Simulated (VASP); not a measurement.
A run of VASP 6.6.1 is set up as follows.

INCAR

```
SYSTEM = SnO2
  PREC = Accurate
  ENCUT = 520
  EDIFF = 1E-7
  ISMEAR = 0
  SIGMA = 0.05
  LREAL = .False.
  LASPH = .True.
  NELM = 100
  ALGO = Normal
  ISIF = 2
  LWAVE = .False.
  LCHARG = .False.
  NBANDS = 35
```

The input KPOINTS:

```
Automatic mesh
0
Gamma
  6 6 8
  0 0 0
```

The input POSCAR:

```
SnO2
1.0
    4.7924604755      0.0000000000      0.0000000000
    0.0000000000      4.7929689394      0.0000000000
    0.0000000000      0.0000000000      3.2376852524
Sn O
2 4
Direct
    0.5000000000      0.5000000000      0.5000000000
    0.0000000000      0.0000000000      0.0000000000
    0.3059920358      0.3407603117      0.0000000000
    0.8059920358      0.1592396883      0.5000000000
    0.1940079642      0.8407603117      0.5000000000
    0.6940079642      0.6592396883      0.0000000000
```

Potentials or basis: VASP PAW LDA potentials, release 64 (Sn_d, O).

Command:

```console
$ cat potpaw_LDA.64/Sn_d/POTCAR potpaw_LDA.64/O/POTCAR > POTCAR
$ mpirun -np 1 vasp_std > vasp.out
```

Problem. Estimate the largest force.

Solution. 2.425 eV/Å.

Problem. What does it give for the pressure?

Solution. -1.8 GPa.

Problem. What does it give for the band gap on the k mesh?

Solution. 1.05 eV.

Forces in eV/Å, atoms in the order of the input:
```
Sn   0.000  0.000  0.000
Sn   0.000  0.000  0.000
O   -1.718 -1.711  0.000
O   -1.718  1.711  0.000
O    1.718 -1.711  0.000
O    1.718  1.711  0.000
```

Caveat: the cell differs from its parent crystal (atoms shifted along a free coordinate); spin-orbit coupling is left out, which moves the levels of the heavy elements; forces of over 1 eV/Å act on the atoms, so gaps and moduli don't describe the material at rest.
